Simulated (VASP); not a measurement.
Here is a VASP 6.6.1 calculation.

Contents of INCAR:

```
PREC = Accurate
ENCUT = 520
EDIFF = 1E-6
ISMEAR = 0
SIGMA = 0.05
LREAL = False
LASPH = True
NELM = 80
ALGO = Normal
ISIF = 2
LWAVE = False
LCHARG = False
GGA = PS
NBANDS = 31
```

The input KPOINTS:

```
regular mesh
0
Gamma
  6 8 4
```

File POSCAR:

```
Al3GaN4
1.0
    5.0434079743      0.0000000000      0.0001149899
    0.0000000000      3.1300738979      0.0000000000
   -0.0032362578      0.0000000000      5.4179919454
Al Ga N
3 1 4
Direct
    0.4679695561      0.5000000000      0.1458451188
    0.0009207031      0.5000000000      0.8348055926
    0.0010880657      0.0000000000      0.3316926346
    0.4994217128      0.0000000000      0.6662009018
    0.1111724737      0.0000000000      0.6663292504
    0.1224543244      0.5000000000      0.1671578642
    0.6251234792      0.5000000000      0.8401923549
    0.6231881982      0.0000000000      0.3262928352
```

Potentials or basis: VASP PAW PBE potentials, release 64 (Al, Ga_d, N).

The run is started by

```sh
$ cat potpaw_PBE.64/Al/POTCAR potpaw_PBE.64/Ga_d/POTCAR potpaw_PBE.64/N/POTCAR > POTCAR
$ mpirun -np 1 vasp_std > vasp.out
```

**Question.** Estimate the pressure.

**Answer.** 1.4 GPa.

**Question.** Predict the band gap on the k mesh.

**Answer.** 3.01 eV.

Stress tensor (GPa, compression positive):
```
 6.11  0.00 -1.71
 0.00 -1.90  0.00
-1.71  0.00  0.11
```

Caveat: the cell differs from its parent crystal (atom 1 (Al) moved +0.200 Å towards its neighbour atom 2 (Al) at 3.095 Å); the stress differs along the axes, from -2 to 6 GPa; the PAW data sets were made with another functional, which shifts forces and pressure a little. A k mesh can miss the band edges.
